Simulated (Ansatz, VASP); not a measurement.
## One calculation of VO2, two programs

```
CELL_PARAMETERS angstrom
4.53615 0.00000 0.00000
0.00000 4.53615 0.00000
0.00000 0.00000 2.80227
ATOMIC_POSITIONS crystal
V 0.00000 0.00000 0.00000
V 0.50000 0.50000 0.50000
O 0.29893 0.29893 0.00000
O 0.20107 0.79893 0.50000
O 0.70107 0.70107 0.00000
O 0.79893 0.20107 0.50000
```

Alike in both runs: functional PBEsol; k mesh 8 × 8 × 12; occupations gaussian, width 0.1 eV; collinear spin.

Ansatz relaxed the structure, and its values are those at the end. VASP's run is a single point on that final structure, the one shown.

```csv
,VASP,Ansatz
version,VASP 6.6.1,Ansatz 0.2.0
potentials or method,"VASP PAW PBE potentials, release 64 (V_sv, O), cutoff 520 eV","scalar-relativistic, plane waves, PAW"
valence electrons in the cell,50,50
```

|  | VASP | Ansatz | Ansatz less VASP |
| --- | --- | --- | --- |
| gap on the k mesh at the Fermi level (eV) | none | none | - |
| pressure (GPa) | 0.9 | 0.0 | -0.86 |
| rms of the force components (eV/Å) | 0.012 | 0.000 | -0.0121 |
| net moment per atom (μB) | 0.33 | 0.33 | 0.000 |
| size of the moment on the site where the two differ most (μB) | 1.01 | 0.79 | -0.218 |

VASP's potentials were made for PBE, not for PBEsol. Site moments also hang on the region over which each program counts them. A gap of «none» marks a metal or a gap that the smearing closes.
